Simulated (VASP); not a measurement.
# TeAs2 (I4_1/amd) in VASP: further runs

Runs on TeAs2. Level: PBEsol. Tasks: single point.

Everything below comes from runs of VASP 6.6.1. Logs are shortened: lines on timing, memory, paths and dates and some standing lists are left out, and cuts for length are marked.

**1. The cell of the first run**

The structure is tetragonal, space group I4_1/amd (No. 141). The conventional cell has a = 7.113 Å, b = 7.113 Å, c = 5.881 Å, α = 90.00°, β = 90.00°, γ = 90.00°. Within 3.7 Å of Te (site symmetry -4m2) lie 4 As at 2.83 Å. As (site symmetry 2/m) has 2 Te at 2.83 Å and 6 As at 2.91 to 3.56 Å within 3.7 Å.

**2. Single point, PBEsol**

The input, INCAR:

```
SYSTEM = TeAs2
PREC = Accurate
ENCUT = 500
EDIFF = 1E-6
ISMEAR = 0
SIGMA = 0.2
LREAL = .FALSE.
LASPH = .TRUE.
NELM = 120
ALGO = Normal
ISIF = 2
LWAVE = .FALSE.
LCHARG = .TRUE.
GGA = PS
LELF = .TRUE.
LVHAR = .TRUE.
NBANDS = 25
GGA_COMPAT = .FALSE.
```

The input, KPOINTS:

```
regular mesh
0
G
  4 4 4
  0 0 0
```

The input, POSCAR:

```
TeAs2
1.0
   -3.5564540000      3.5564540000      2.9405160000
    3.5564540000     -3.5564540000      2.9405160000
    3.5564540000      3.5564540000     -2.9405160000
Te As
2 4
Direct
    0.7500000000      0.2500000000      0.5000000000
    0.0000000000      0.0000000000      0.0000000000
    0.3750000000      0.6250000000      0.2500000000
    0.3750000000      0.1250000000      0.7500000000
    0.3750000000      0.6250000000      0.7500000000
    0.8750000000      0.6250000000      0.2500000000
```

Potentials or basis: VASP PAW PBE potentials, release 64 (Te, As).

Started as:

```bash
$ cat potpaw_PBE.64/Te/POTCAR potpaw_PBE.64/As/POTCAR > POTCAR
$ mpirun -np 1 vasp_std > vasp.out
```

OUTCAR:

```text
SYSTEM = TeAs2
   PREC = Accurate
   ENCUT = 500
   EDIFF = 1E-6
   ISMEAR = 0
   LREAL = .FALSE.
   LASPH = .TRUE.
   NELM = 120
   ISIF = 2
   GGA = PS

 ion  position               nearest neighbor table
   1  0.750  0.250  0.500-   4 2.83   6 2.83   5 2.83   3 2.83
   2  0.000  0.000  0.000-   4 2.83   6 2.83   3 2.83   5 2.83
   3  0.375  0.625  0.250-   1 2.83   2 2.83   6 2.91   5 2.91   5 2.91   6 2.91
   4  0.375  0.125  0.750-   1 2.83   2 2.83   5 2.91   6 2.91   5 2.91   6 2.91
   5  0.375  0.625  0.750-   2 2.83   1 2.83   4 2.91   3 2.91   4 2.91   3 2.91
   6  0.875  0.625  0.250-   1 2.83   2 2.83   3 2.91   4 2.91   3 2.91   4 2.91

  LATTYP: Found a body centered tetragonal cell.
 ALAT       =     7.1129080000
 C/A-ratio  =     0.8268112001

  Lattice vectors:

 A1 = (  -3.5564540000,   3.5564540000,   2.9405160000)
 A2 = (   3.5564540000,  -3.5564540000,   2.9405160000)
 A3 = (   3.5564540000,   3.5564540000,  -2.9405160000)

Analysis of symmetry for initial positions (statically):
=====================================================================
 Subroutine PRICEL returns:
 Original cell was already a primitive cell.

 Routine SETGRP: Setting up the symmetry group for a
 body centered tetragonal supercell.

 Subroutine GETGRP returns: Found 16 space group operations
 (whereof  8 operations were pure point group operations)
 out of a pool of 16 trial point group operations.

The static configuration has the point symmetry D_2d.
 The point group associated with its full space group is D_4h.

Analysis of symmetry for dynamics (positions and initial velocities):
=====================================================================
 Subroutine PRICEL returns:
 Original cell was already a primitive cell.

 Routine SETGRP: Setting up the symmetry group for a
 body centered tetragonal supercell.

 Subroutine GETGRP returns: Found 16 space group operations
 (whereof  8 operations were pure point group operations)
 out of a pool of 16 trial point group operations.

The dynamic configuration has the point symmetry D_2d.
 The point group associated with its full space group is D_4h.

 Subroutine INISYM returns: Found 16 space group operations
 (whereof  8 operations are pure point group operations),
 and found     1 'primitive' translations

----------------------------------------------------------------------------------------

                                     Primitive cell

  volume of cell :     148.7709

  direct lattice vectors                    reciprocal lattice vectors
    -3.556454000  3.556454000  2.940516000     0.000000000  0.140589475  0.170038184
     3.556454000 -3.556454000  2.940516000     0.140589475  0.000000000  0.170038184
     3.556454000  3.556454000 -2.940516000     0.140589475  0.140589475  0.000000000

  length of vectors
     5.826093413  5.826093413  5.826093413     0.220631785  0.220631785  0.198823542

  position of ions in fractional coordinates (direct lattice)
     0.750000000  0.250000000  0.500000000
     0.000000000  0.000000000  0.000000000
     0.375000000  0.625000000  0.250000000
     0.375000000  0.125000000  0.750000000
     0.375000000  0.625000000  0.750000000
     0.875000000  0.625000000  0.250000000

  ion indices of the primitive-cell ions
   primitive index   ion index
                 1           1
                 2           2
                 3           3
                 4           4
                 5           5
                 6           6

----------------------------------------------------------------------------------------

 KPOINTS: regular mesh

Automatic generation of k-mesh.
 Grid dimensions read from file:
 generate k-points for:    4    4    4

 Generating k-lattice:

  Cartesian coordinates                     Fractional coordinates (reciprocal lattice)
     0.000000000  0.035147369  0.042509546     0.250000000  0.000000000 -0.000000000
     0.035147369  0.000000000  0.042509546     0.000000000  0.250000000 -0.000000000
     0.035147369  0.035147369  0.000000000     0.000000000  0.000000000  0.250000000

  Length of vectors
     0.055157946  0.055157946  0.049705885

  Shift w.r.t. Gamma in fractional coordinates (k-lattice)
     0.000000000  0.000000000  0.000000000

 Subroutine IBZKPT returns following result:
 ===========================================

 Found     13 irreducible k-points:

 Following reciprocal coordinates:
            Coordinates               Weight
  0.000000  0.000000  0.000000      1.000000
  0.250000  0.000000  0.000000      8.000000
  0.500000  0.000000  0.000000      4.000000
  0.250000  0.250000 -0.000000      8.000000
  0.500000  0.250000 -0.000000     16.000000
 -0.250000  0.250000  0.000000      4.000000
  0.500000  0.500000 -0.000000      2.000000
  0.250000  0.250000  0.250000      2.000000
 -0.250000  0.250000  0.250000      4.000000
  0.500000  0.500000  0.250000      4.000000
 -0.250000  0.500000  0.250000      8.000000
 -0.250000 -0.250000  0.250000      2.000000
  0.500000  0.500000  0.500000      1.000000
   k-points           NKPTS =     13   k-points in BZ     NKDIM =     13   number of bands    NBANDS=     25
   number of dos      NEDOS =    301   number of ions     NIONS =      6
   total plane-waves  NPLWV =  74088
   dimension x,y,z NGX =    42 NGY =   42 NGZ =   42
   dimension x,y,z NGXF=    84 NGYF=   84 NGZF=   84
   ions per type =               2   4
   NGX,Y,Z   is equivalent  to a cutoff of  11.98, 11.98, 11.98 a.u.
   NGXF,Y,Z  is equivalent  to a cutoff of  23.97, 23.97, 23.97 a.u.
 SYSTEM =  TeAs2
   PREC   = accura    normal or accurate (medium, high low for compatibility)
   ISTART =      0    job   : 0-new  1-cont  2-samecut
   ICHARG =      2    charge: 1-file 2-atom 10-const
   ISPIN  =      1    spin polarized calculation?
   LNONCOLLINEAR =      F non collinear calculations
   LSORBIT =      F    spin-orbit coupling
   LASPH  =      T    aspherical Exc in radial PAW
   ENCUT  =  500.0 eV  36.75 Ry    6.06 a.u.  10.62 10.62 10.62*2*pi/ulx,y,z
   NELM   =    120;   NELMIN=  2; NELMDL= -5     # of ELM steps
   EDIFF  = 0.1E-05   stopping-criterion for ELM
   LREAL  =      F    real-space projection
   EDIFFG = 0.1E-04   stopping-criterion for IOM
   NSW    =      0    number of steps for IOM
[... 43 lines left out ...]

 E-fermi :   5.4772     XC(G=0):  -9.9831

 val. band max:        5.4237819085   @ k =   0.5000   0.5000   0.2500
 cond. band min:       5.5053855601   @ k =  -0.2500   0.5000   0.2500
 fundamental gap:      0.0816036516
 Fermi energy:         5.4772142892

 k-point     1 :       0.0000    0.0000    0.0000
  band No.  band energies     occupation
      1      -8.4763      2.00000
      2      -5.4343      2.00000
      3      -4.6074      2.00000
      4      -4.6074      2.00000
      5      -3.8990      2.00000
      6      -3.3168      2.00000
[... 17 lines left out ...]
     24      10.5109      0.00000
     25      10.8042      0.00000

 k-point     2 :       0.2500    0.0000    0.0000
  band No.  band energies     occupation
      1      -8.0776      2.00000
      2      -5.8513      2.00000
      3      -5.2231      2.00000
      4      -4.7074      2.00000
      5      -4.3629      2.00000
      6      -2.9636      2.00000
[... 17 lines left out ...]
     24      10.1951      0.00000
     25      10.5967      0.00000

 k-point     3 :       0.5000    0.0000    0.0000
  band No.  band energies     occupation
      1      -7.0045      2.00000
      2      -6.8627      2.00000
      3      -5.9995      2.00000
      4      -4.7995      2.00000
      5      -4.6492      2.00000
      6      -2.2617      2.00000
[... 17 lines left out ...]
     24      10.0958      0.00000
     25      10.5872      0.00000

 k-point     4 :       0.2500    0.2500   -0.0000
  band No.  band energies     occupation
      1      -7.1980      2.00000
      2      -6.4147      2.00000
      3      -6.1483      2.00000
      4      -5.3789      2.00000
      5      -4.0299      2.00000
      6      -2.4959      2.00000
[... 17 lines left out ...]
     24       9.9551      0.00000
     25      10.7571      0.00000

 k-point     5 :       0.5000    0.2500   -0.0000
  band No.  band energies     occupation
      1      -7.5120      2.00000
      2      -6.5365      2.00000
      3      -5.6751      2.00000
      4      -5.0674      2.00000
      5      -3.8619      2.00000
      6      -2.9485      2.00000
[... 17 lines left out ...]
     24      10.0976      0.00000
     25      11.0483      0.00000

 k-point     6 :      -0.2500    0.2500    0.0000
  band No.  band energies     occupation
      1      -8.1791      2.00000
      2      -6.1615      2.00000
      3      -4.5064      2.00000
      4      -4.4745      2.00000
      5      -4.0574      2.00000
      6      -3.6029      2.00000
[... 17 lines left out ...]
     24      10.7931      0.00000
     25      11.1470      0.00000

 k-point     7 :       0.5000    0.5000   -0.0000
  band No.  band energies     occupation
      1      -7.3343      2.00000
      2      -7.3343      2.00000
      3      -4.3247      2.00000
      4      -4.3247      2.00000
      5      -4.1044      2.00000
      6      -4.1044      2.00000
[... 17 lines left out ...]
     24      10.1218      0.00000
     25      11.4977      0.00000

 k-point     8 :       0.2500    0.2500    0.2500
  band No.  band energies     occupation
      1      -6.5046      2.00000
      2      -6.5046      2.00000
      3      -6.3641      2.00000
      4      -6.3641      2.00000
      5      -2.9145      2.00000
      6      -2.9145      2.00000
[... 17 lines left out ...]
     24       9.8844      0.00000
     25      11.6429      0.00000

 k-point     9 :      -0.2500    0.2500    0.2500
  band No.  band energies     occupation
      1      -7.8968      2.00000
      2      -6.3183      2.00000
      3      -4.8850      2.00000
      4      -4.4570      2.00000
      5      -4.2590      2.00000
      6      -3.9104      2.00000
[... 17 lines left out ...]
     24      10.5237      0.00000
     25      11.1530      0.00000

 k-point    10 :       0.5000    0.5000    0.2500
  band No.  band energies     occupation
      1      -7.1274      2.00000
      2      -7.1274      2.00000
      3      -4.6104      2.00000
      4      -4.6104      2.00000
      5      -4.4553      2.00000
      6      -4.4553      2.00000
[... 17 lines left out ...]
     24       9.1222      0.00000
     25      11.5976      0.00000

 k-point    11 :      -0.2500    0.5000    0.2500
  band No.  band energies     occupation
      1      -7.0516      2.00000
      2      -6.5051      2.00000
      3      -6.1027      2.00000
      4      -4.9774      2.00000
      5      -4.6471      2.00000
      6      -2.9684      2.00000
[... 17 lines left out ...]
     24      10.1108      0.00000
     25      10.9262      0.00000

 k-point    12 :      -0.2500   -0.2500    0.2500
  band No.  band energies     occupation
      1      -7.4781      2.00000
      2      -6.3008      2.00000
      3      -5.7026      2.00000
      4      -4.8130      2.00000
      5      -4.8130      2.00000
      6      -2.7444      2.00000
[... 17 lines left out ...]
     24       8.7244      0.00000
     25      10.5737      0.00000

 k-point    13 :       0.5000    0.5000    0.5000
  band No.  band energies     occupation
      1      -6.8356      2.00000
      2      -6.8356      2.00000
      3      -5.1326      2.00000
      4      -5.1326      2.00000
      5      -4.6127      2.00000
      6      -4.6127      2.00000
[... 17 lines left out ...]
     24       8.9954      0.00000
     25      11.7303      0.00000

------------------------ aborting loop because EDIFF is reached ----------------------------------------

  FORCE on cell =-STRESS in cart. coord.  units (eV):
  Direction    XX          YY          ZZ          XY          YZ          ZX
  --------------------------------------------------------------------------------------
  -------------------------------------------------------------------------------------
  Total       -3.5931054     -3.5931054     -4.7841709      0.0000000      0.0000000      0.0000000
  in kB      -38.6956915    -38.6956915    -51.5227860      0.0000000      0.0000000      0.0000000
  external PRESSURE =     -42.9713896 kB  Pullay stress =       0.0000000 kB

 VOLUME and BASIS-vectors are now :
 -----------------------------------------------------------------------------
  energy-cutoff  :      500.00
  volume of cell :      148.77
      direct lattice vectors                 reciprocal lattice vectors
    -3.556454000  3.556454000  2.940516000     0.000000000  0.140589475  0.170038184
     3.556454000 -3.556454000  2.940516000     0.140589475  0.000000000  0.170038184
     3.556454000  3.556454000 -2.940516000     0.140589475  0.140589475  0.000000000

 POSITION                                       TOTAL-FORCE (eV/Angst)
 -----------------------------------------------------------------------------------
      0.00000      3.55645      1.47026         0.000000     -0.000000     -0.000000
      0.00000      0.00000      0.00000        -0.000000      0.000000     -0.000000
      1.77823     -0.00000      2.20539         0.000000     -0.000000      0.000000
      1.77823      3.55645     -0.73513         0.000000     -0.000000      0.000000
      3.55645      1.77823      0.73513         0.000000     -0.000000      0.000000
     -0.00000      1.77823      3.67564         0.000000     -0.000000      0.000000
 -----------------------------------------------------------------------------------
    total drift:                               -0.000000      0.000000      0.000000

  FREE ENERGIE OF THE ION-ELECTRON SYSTEM (eV)
  ---------------------------------------------------
  free  energy   TOTEN  =       -26.2692709043 eV

  energy  without entropy=      -26.1725474134  energy(sigma->0) =      -26.22090916
```

It used 110 s of CPU time on 1 thread of AMD EPYC 7R13 Processor (Zen 3) (shared host).

What came out:

```yaml
Free_energy: -26.2693 eV
Pressure: -4.3 GPa
Band_gap_on_the_k_mesh: zero (band 16 reaches 5.81 eV, above the bottom of band 17 at 5.30 eV)
```

Levels at points of the mesh, in eV from the Fermi level:
| k point | band 12 | band 13 | band 14 | band 15 | band 16 | band 17 | band 18 | band 19 | band 20 | band 21 |
| --- | --- | --- | --- | --- | --- | --- | --- | --- | --- | --- |
| (0.00, 0.00, 0.00) | -2.77 | -2.77 | -2.03 | -2.03 | -0.67 | 1.75 | 3.09 | 3.09 | 3.89 | 4.09 |
| (0.50, 0.00, 0.00) | -1.91 | -1.54 | -0.79 | -0.25 | -0.22 | -0.07 | 0.21 | 1.44 | 1.68 | 2.82 |
| (0.50, 0.50, 0.00) | -2.04 | -1.02 | -1.02 | -0.94 | -0.94 | -0.17 | -0.17 | 2.04 | 2.04 | 3.52 |
| (0.50, 0.50, 0.50) | -2.77 | -0.63 | -0.63 | 0.19 | 0.19 | 0.24 | 0.24 | 0.81 | 0.81 | 2.76 |

Caveat: the PAW data sets were made with another functional, which shifts forces and pressure a little; spin-orbit coupling is left out, which moves the levels of the heavy elements.

**3. Single point, PBEsol**

The input, INCAR:

```
PREC = Accurate ; ENCUT = 500
EDIFF = 1E-6 ; ISMEAR = 0
SIGMA = 0.4 ; LREAL = False
LASPH = True ; NELM = 120
ALGO = Normal ; ISIF = 2
LWAVE = False ; LCHARG = False
GGA = PS ; NBANDS = 25
GGA_COMPAT = False
```

The input, KPOINTS:

```
regular mesh
0
Gamma
  4 4 4
```

POSCAR is that of step 2.

Potentials or basis: VASP PAW PBE potentials, release 64 (Te, As).

Started as:

```bash
$ cat potpaw_PBE.64/Te/POTCAR potpaw_PBE.64/As/POTCAR > POTCAR
$ mpirun -np 1 vasp_std > vasp.out
```

It used 83 s of CPU time on 1 thread of AMD EPYC 7R13 Processor (Zen 3) (shared host).

The run converged. Its results:

| Property | Result |
| --- | --- |
| Free energy | -26.4022 eV |
| Pressure | -4.0 GPa |
| Band gap on the k mesh | zero (band 16 reaches 5.82 eV, above the bottom of band 17 at 5.30 eV) |

Stress tensor (GPa, compression positive):
```
-3.46  0.00  0.00
 0.00 -3.46  0.00
 0.00  0.00 -5.13
```

Levels at points of the mesh, in eV from the Fermi level:
| k point | band 13 | band 14 | band 15 | band 16 | band 17 | band 18 | band 19 | band 20 |
| --- | --- | --- | --- | --- | --- | --- | --- | --- |
| (0.00, 0.00, 0.00) | -2.77 | -2.05 | -2.05 | -0.68 | 1.73 | 3.07 | 3.07 | 3.86 |
| (0.50, 0.00, 0.00) | -1.55 | -0.82 | -0.27 | -0.25 | -0.09 | 0.20 | 1.42 | 1.66 |
| (0.50, 0.50, 0.00) | -1.05 | -1.05 | -0.95 | -0.95 | -0.19 | -0.19 | 2.02 | 2.02 |
| (0.50, 0.50, 0.50) | -0.66 | -0.66 | 0.16 | 0.16 | 0.22 | 0.22 | 0.79 | 0.79 |

Caveat: the PAW data sets were made with another functional, which shifts forces and pressure a little; spin-orbit coupling is left out, which moves the levels of the heavy elements.

**4. Single point, PBEsol**

The input, INCAR:

```
SYSTEM = TeAs2
ALGO = Normal ; EDIFF = 1E-6
ENCUT = 500 ; GGA = PS
GGA_COMPAT = .FALSE. ; ISIF = 2
ISMEAR = 0 ; LASPH = .TRUE.
LCHARG = .TRUE. ; LELF = .TRUE.
LREAL = .FALSE. ; LVHAR = .TRUE.
LWAVE = .FALSE. ; NBANDS = 25
NELM = 120 ; PREC = Accurate
SIGMA = 0.1
```

The input, KPOINTS:

```
Automatic mesh
0
Gamma
  6 6 6
  0.5 0.5 0.5
```

POSCAR is that of step 3.

Started as:

```bash
$ cat potpaw_PBE.64/Te/POTCAR potpaw_PBE.64/As/POTCAR > POTCAR
$ mpirun -np 1 vasp_std > vasp.out
```

It used 120 s of CPU time on 1 thread of AMD EPYC 7R13 Processor (Zen 3), with other jobs on the host.

Results (log left out):

| Item | Value |
| --- | --- |
| Free energy | -26.3441 eV |
| Pressure | -3.6 GPa |
| Band gap on the k mesh | zero (band 16 reaches 5.76 eV, above the bottom of band 17 at 5.54 eV) |

Stress tensor (GPa, compression positive):
```
-2.93  0.00  0.00
 0.00 -2.93  0.00
 0.00  0.00 -4.87
```

Levels at points of the mesh, in eV from the Fermi level:
| k point | band 12 | band 13 | band 14 | band 15 | band 16 | band 17 | band 18 | band 19 | band 20 | band 21 |
| --- | --- | --- | --- | --- | --- | --- | --- | --- | --- | --- |
| (0.08, 0.08, 0.08) | -2.59 | -2.52 | -1.88 | -1.83 | -0.94 | 1.49 | 1.88 | 2.43 | 3.01 | 3.57 |

Caveat: the PAW data sets were made with another functional, which shifts forces and pressure a little; spin-orbit coupling is left out, which moves the levels of the heavy elements.

**5. Single point, PBEsol**

The input, INCAR:

```
SYSTEM = TeAs2
ALGO = Normal
EDIFF = 1E-6
ENCUT = 520
GGA = PS
ISIF = 2
ISMEAR = 0
LASPH = .True.
LCHARG = .False.
LREAL = .False.
LWAVE = .False.
NBANDS = 25
NELM = 100
PREC = Accurate
SIGMA = 0.1
```

The input, KPOINTS:

```
k-points
0
Gamma
  1 1 1
  0 0 0
```

POSCAR is that of step 4.

Started as:

```bash
$ cat potpaw_PBE.64/Te/POTCAR potpaw_PBE.64/As/POTCAR > POTCAR
$ mpirun -np 1 vasp_gam > vasp.out
```

It took 24 s on 1 thread of Intel Xeon Platinum 8124M at 3.00GHz (Skylake/Cascade Lake), shared host; peak memory 0.29 GiB.

The run converged. Its results:

```yaml
Free_energy: -36.8897 eV
Pressure: -18.3 GPa
Band_gap_on_the_k_mesh: 2.10 eV
```

Stress tensor (GPa, compression positive):
```
-15.16   0.00   0.00
  0.00 -15.16   0.00
  0.00   0.00 -24.46
```

Levels at points of the mesh, in eV from the valence-band top:
```
           k point  band 12  band 13  band 14  band 15  band 16  band 17  band 18  band 19  band 20  band 21
(0.00, 0.00, 0.00)    -1.96    -1.96    -1.61    -1.61     0.00     2.10     3.50     3.50     4.33     4.36
```

Caveat: the k points lie up to 1.39 Å⁻¹ apart; the PAW data sets were made with another functional, which shifts forces and pressure a little; spin-orbit coupling is left out, which moves the levels of the heavy elements. A k mesh can miss the band edges.

**6. The runs side by side**

| k mesh | cutoff (eV) | smearing | gap on the mesh (eV) | pressure (GPa) |
| --- | --- | --- | --- | --- |
| 4 × 4 × 4 | 500 | gaussian 0.2 eV | none | -4.3 |
| 4 × 4 × 4 | 500 | gaussian 0.4 eV | none | -4.0 |
| 6 × 6 × 6, shifted | 500 | gaussian 0.1 eV | none | -3.6 |
| 1 × 1 × 1 | 520 | gaussian 0.1 eV | 2.10 | -18.3 |

Alike in all rows: task single point; level PBEsol; potentials or basis VASP PAW PBE potentials, release 64 (Te, As); no spin polarisation; cell as given.

Caveats: some runs use coarse meshes; the PAW data sets were made with another functional, which shifts forces and pressure a little; spin-orbit coupling is left out, which moves the levels of the heavy elements.

Total energies depend on the potentials used, so only differences within one code and one set of settings carry meaning.
